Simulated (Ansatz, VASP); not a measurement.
One calculation of Fe, two programs

File INCAR:

```
SYSTEM = Fe
PREC     = Accurate       ! precision mode
ENCUT    = 600            ! plane-wave cutoff, eV
EDIFF    = 1E-6           ! SCF threshold, eV
ISMEAR   = 0              ! smearing method
SIGMA    = 0.1            ! smearing width, eV
LREAL    = .FALSE.        ! projectors in reciprocal space
LASPH    = .TRUE.         ! aspherical terms in the spheres
NELM     = 200            ! most SCF steps
ALGO     = Normal         ! electronic algorithm
ISIF     = 2              ! what is computed and relaxed
LWAVE    = .FALSE.        ! write WAVECAR
LCHARG   = .TRUE.         ! write CHGCAR
ISPIN    = 2              ! spin polarisation
MAGMOM   = 4              ! initial moments
LORBIT   = 11             ! projections on sites
LMAXMIX  = 4              ! l up to which the mixer works
GGA      = RE             ! functional
LELF     = .TRUE.         ! ELF
LVHAR    = .TRUE.       
NBANDS   = 14             ! bands
GGA_COMPAT= .FALSE.
```

Contents of KPOINTS:

```
Automatic mesh
0
G
  8 8 8
  0 0 0
```

File POSCAR:

```
Fe
1.0
   -1.4315177495      1.4315177495      1.4315177495
    1.4315177495     -1.4315177495      1.4315177495
    1.4315177495      1.4315177495     -1.4315177495
Fe
1
Direct
    0.0000000000      0.0000000000      0.0000000000
```

Input for Ansatz:

```yaml
crystal:
  lattice:
    - [-1.4315177495, 1.4315177495, 1.4315177495]
    - [1.4315177495, -1.4315177495, 1.4315177495]
    - [1.4315177495, 1.4315177495, -1.4315177495]
  atoms:
    - { symbol: Fe, position: [0.0, 0.0, 0.0], spin: 4.0 }
basis:
  ecutwfc: 420
kpoints:
  mp_grid: { grid: [8, 8, 8] }
hamiltonian:
  xc: revpbe
scf:
  occupations: { method: gaussian, width: 0.1 }
  lower_state_search: "off"
output:
  forces: true
  stress: true
  eigenvalues: true
  populations: true
magnetization:
  spin_polarized: true
```

Alike in both runs: task single point; functional revPBE; k mesh 8 × 8 × 8; occupations gaussian, width 0.1 eV; collinear spin.

|  | VASP | Ansatz |
| --- | --- | --- |
| version | VASP 6.6.1 | Ansatz 0.2.0 |
| potentials or method | VASP PAW PBE potentials, release 64 (Fe), cutoff 600 eV | scalar-relativistic, plane waves, PAW |
| valence electrons in the cell | 8 | 16 |

```tsv
	VASP	Ansatz	Ansatz less VASP
gap on the k mesh at the Fermi level (eV)	none	none	-
pressure (GPa)	0.5	0.9	+0.33
net moment per atom (μB)	2.35	2.35	-0.002
size of the moment on the site where the two differ most (μB)	2.36	2.42	+0.054
```

VASP's potentials were made for PBE, not for revPBE. Site moments also hang on the region over which each program counts them. A gap of «none» marks a metal or a gap that the smearing closes. VASP's potentials hold 8 valence electrons a cell and Ansatz's 16, so a difference there can come from the potentials and not from the codes.

The k mesh is coarse, so the values compare programs but aren't converged.
